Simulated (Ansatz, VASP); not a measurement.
**One calculation of Si2B3, two programs**

```
CELL_PARAMETERS angstrom
3.07081 0.00000 0.00000
-1.53540 2.65940 0.00000
0.00000 0.00000 5.78610
ATOMIC_POSITIONS crystal
Si 0.66667 0.33333 0.81077
Si 0.33333 0.66667 0.18923
B 0.00000 0.00000 0.00000
B 0.33333 0.66667 0.52881
B 0.66667 0.33333 0.47119
```

Alike in both runs: functional PBE; k mesh 12 × 12 × 6; occupations gaussian, width 0.1 eV; no spin polarisation.

Ansatz relaxed the structure, and its values are those at the end. VASP's run is a single point on that final structure, the one shown.

|  | VASP | Ansatz |
| --- | --- | --- |
| version | VASP 6.6.1 | Ansatz 0.2.0 |
| potentials or method | VASP PAW PBE potentials, release 64 (Si, B), cutoff 500 eV | scalar-relativistic, plane waves, PAW |
| valence electrons in the cell | 17 | 17 |

```tsv
	VASP	Ansatz	Ansatz less VASP
gap on the k mesh at the Fermi level (eV)	none	none	-
pressure (GPa)	0.0	0.0	+0.04
```

A gap of «none» marks a metal or a gap that the smearing closes.
